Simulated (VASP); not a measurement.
Wanted: the native input for a VASP 6.6.1 run.

* Task: single point
* Functional: LDA
* Potentials or basis: VASP PAW LDA potentials, release 64 (Cs_sv)
* Cutoff: 520 eV
* k mesh: 8 × 8 × 8
* Occupations: gaussian, width 0.2 eV
* Spin: no spin polarisation
* Dipole correction: no
* Further INCAR settings: ALGO = Normal; EDIFF = 1e-06; NBANDS = 10

The structure of Cs lies in POSCAR:

```
Cs
1.0
   -2.8840810378      2.8840810378      2.8840810378
    2.8840810378     -2.8840810378      2.8840810378
    2.8840810378      2.8840810378     -2.8840810378
Cs
1
Direct
    0.0000000000      0.0000000000      0.0000000000
```

One way to write it, as run:

INCAR

```
SYSTEM = Cs
ALGO     = Normal         ! electronic algorithm
EDIFF    = 1E-6           ! SCF threshold, eV
ENCUT    = 520            ! plane-wave cutoff, eV
ISIF     = 2              ! what is computed and relaxed
ISMEAR   = 0              ! smearing method
LASPH    = .True.         ! aspherical terms in the spheres
LCHARG   = .True.         ! write CHGCAR
LELF     = .True.         ! ELF
LREAL    = .False.        ! projectors in reciprocal space
LVHAR    = .True.       
LWAVE    = .False.        ! write WAVECAR
NBANDS   = 10             ! bands
NELM     = 60             ! most SCF steps
PREC     = Accurate       ! precision mode
SIGMA    = 0.2            ! smearing width, eV
```

KPOINTS

```
k-points
0
Gamma
  8 8 8
  0 0 0
```

Potentials or basis: VASP PAW LDA potentials, release 64 (Cs_sv).

Launch:

```bash
$ cat potpaw_LDA.64/Cs_sv/POTCAR > POTCAR
$ mpirun -np 1 vasp_std > vasp.out
```

Results of the run:

```
Pressure : 0.0 GPa
```

Wall time 18 s on 1 thread of Intel Xeon 6975P-C, on a shared host, peak memory 0.19 GiB.
